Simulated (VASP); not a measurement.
Here is a VASP 6.6.1 calculation.

Contents of INCAR:

```
SYSTEM = SnO
ALGO = Normal ; EDIFF = 1E-6
ENCUT = 520 ; GGA = PS
ISIF = 2 ; ISMEAR = 0
LASPH = .True. ; LCHARG = .False.
LREAL = .False. ; LWAVE = .False.
NBANDS = 28 ; NELM = 80
PREC = Accurate ; SIGMA = 0.1
```

File KPOINTS:

```
k-points
0
Gamma
  14 14 12
  0 0 0
```

The input POSCAR:

```
SnO
1.0
    3.8813998504      0.0000000000      0.0000000000
    0.0000000000      3.8813998504      0.0000000000
    0.0000000000      0.0000000000      4.6811866458
Sn O
2 2
Direct
    0.0000000000      0.5000000000      0.2402780493
    0.5000000000      0.0000000000      0.7597219507
    0.5000000000      0.5000000000      0.0000000000
    0.0000000000      0.0000000000      0.0000000000
```

Potentials or basis: VASP PAW PBE potentials, release 64 (Sn_d, O).

The run is started by

```console
$ cat potpaw_PBE.64/Sn_d/POTCAR potpaw_PBE.64/O/POTCAR > POTCAR
$ mpirun -np 1 vasp_std > vasp.out
```

Question: Estimate the band gap on the k mesh.

Answer: 0.22 eV (least direct gap 1.80 eV).

Question: What does it give for the pressure?

Answer: -1.9 GPa.

Question: Predict the largest force.

Answer: 0.081 eV/Å.

Stress tensor (GPa, compression positive):
```
-3.01  0.00  0.00
 0.00 -3.01  0.00
 0.00  0.00  0.20
```

Caveat: the PAW data sets were made with another functional, which shifts forces and pressure a little; spin-orbit coupling is left out, which moves the levels of the heavy elements. A k mesh can miss the band edges.
